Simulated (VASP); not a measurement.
# TiAl: single point with PBE

The system is TiAl.

```xyz
2
Lattice="3.1791 0.0000 0.0000 0.0000 3.1791 0.0000 0.0000 0.0000 3.1791" Properties=species:S:1:pos:R:3 pbc="T T T"
Ti    0.0000    0.0000    0.0000
Al    1.5895    1.5895    1.5895
```

```yaml
Program: VASP 6.6.1
Task: single point
Functional: PBE
Potentials_or_basis: VASP PAW PBE potentials, release 64 (Ti_sv, Al)
Cutoff: 520 eV
k_mesh: 5 × 5 × 5
Occupations: fermi-dirac, width 0.06 eV
Spin: no spin polarisation
Dipole_correction: no
Further_INCAR_settings: ALGO = Normal; EDIFF = 1e-07; NBANDS = 14
```

```json
{"Pressure": "0.9 GPa", "Band gap on the k mesh": "zero (an odd number of electrons rules out a gap without spin polarisation)"}
```

Levels at points of the mesh, in eV from the Fermi level:
```tsv
k point	band 3	band 4	band 5	band 6	band 7	band 8	band 9	band 10	band 11	band 12
(0.00, 0.00, 0.00)	-33.06	-33.06	-9.20	-1.38	-1.38	1.86	1.86	1.86	4.49	4.49
```

Wall time 10 s on 1 thread of Intel Xeon 8259CL (shared host), peak memory 0.14 GiB.

Caveat: the k points lie up to 0.40 Å⁻¹ apart, too coarse for converged energies and pressures of a metal.
